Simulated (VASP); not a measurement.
Au: single point with PBEsol

The system is Au.

```
Au
1.0
     2.93893    0.00000    0.00000
    -1.46946    2.54519    0.00000
     0.00000    0.00000    4.91438
Au
2
Direct
  0.33333 0.66667 0.25000
  0.66667 0.33333 0.75000
```

This cell differs from its parent crystal: volume scaled by 1.08.

| Item | Value |
| --- | --- |
| Program | VASP 6.6.1 |
| Task | single point |
| Functional | PBEsol |
| Potentials or basis | VASP PAW PBE potentials, release 64 (Au) |
| Cutoff | 520 eV |
| k mesh | 14 × 14 × 8 |
| Occupations | fermi-dirac, width 0.1 eV |
| Spin | no spin polarisation |

```json
{"Pressure": "-10.6 GPa", "Band gap on the k mesh": "zero (band 11 reaches 11.65 eV, above the bottom of band 12 at 5.56 eV)"}
```

Stress tensor (GPa, compression positive):
```
-10.83   0.00   0.00
  0.00 -10.83   0.00
  0.00   0.00 -10.29
```

Levels at points of the mesh, in eV from the Fermi level:
```
           k point  band 8  band 9  band 10  band 11  band 12  band 13  band 14  band 15
(0.00, 0.00, 0.00)   -3.28   -3.28    -2.06    -2.06    -0.79     2.40    14.59    15.72
(0.50, 0.00, 0.00)   -1.84   -1.80    -1.63     0.37     1.40     5.57     6.84     7.05
(0.00, 0.00, 0.50)   -4.19   -2.47    -2.47    -2.47    -2.47    10.22    10.22    14.85
(0.50, 0.00, 0.50)   -2.24   -1.70    -1.70     0.60     0.60     3.58     3.58    12.94
```

It took 24 s on 1 thread of Intel(R) Xeon(R) 6975P-C (Granite Rapids), on a shared host, peak memory 0.2 GiB.

Caveat: the PAW data sets were made with another functional, which shifts forces and pressure a little; spin-orbit coupling is left out, which moves the levels of the heavy elements.
